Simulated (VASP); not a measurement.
Write the native input for VASP 6.6.1 that does the following.

| Property | Result |
| --- | --- |
| Task | single point |
| Functional | PBE |
| Potentials or basis | VASP PAW PBE potentials, release 64 (Hf_pv, O) |
| Cutoff | 520 eV |
| k mesh | 4 × 4 × 4 |
| Occupations | gaussian, width 0.01 eV |
| Spin | no spin polarisation |
| Dipole correction | no |
| Further INCAR settings | ALGO = Normal; EDIFF = 1e-06; NBANDS = 56 |

The structure of HfO2 lies in POSCAR:

```
HfO2
1.0
    5.3460252528      0.0000000000      0.0000000000
    0.0000000000      5.1192742733      0.0000000000
    0.0000000000      0.0000000000      5.1515858632
Hf O
4 8
Direct
    0.0325922788      0.2662966146      0.2400087179
    0.4674077212      0.2662966146      0.7400087179
    0.5325922788      0.7337033854      0.2400087179
    0.9674077212      0.7337033854      0.7400087179
    0.3654176027      0.0676246699      0.3831519686
    0.1345823973      0.0676246699      0.8831519686
    0.7292244608      0.4627859517      0.4898393134
    0.7707755392      0.4627859517      0.9898393134
    0.2707755392      0.5372140483      0.9898393134
    0.2292244608      0.5372140483      0.4898393134
    0.8654176027      0.9323753301      0.3831519686
    0.6345823973      0.9323753301      0.8831519686
```

The input as run:

INCAR

```
ALGO = Normal
EDIFF = 1E-6
ENCUT = 520
GGA = PE
ISIF = 2
ISMEAR = 0
LASPH = T
LCHARG = T
LELF = T
LREAL = F
LVHAR = T
LWAVE = F
NBANDS = 56
NELM = 80
PREC = Accurate
SIGMA = 0.01
```

KPOINTS

```
k-points
0
Gamma
  4 4 4
```

Potentials or basis: VASP PAW PBE potentials, release 64 (Hf_pv, O).

Command:

```console
$ cat potpaw_PBE.64/Hf_pv/POTCAR potpaw_PBE.64/O/POTCAR > POTCAR
$ mpirun -np 1 vasp_std > vasp.out
```

It gave:

* Pressure: -9.6 GPa
* Largest force: 0.160 eV/Å
* Band gap on the k mesh: 4.25 eV (least direct gap 4.46 eV)

Caveat: the cell stands under tension; spin-orbit coupling is left out, which moves the levels of the heavy elements.

It took 2.2 min on 1 thread of Intel(R) Xeon(R) Platinum 8488C (Sapphire Rapids), on a shared host, peak memory 0.32 GiB.
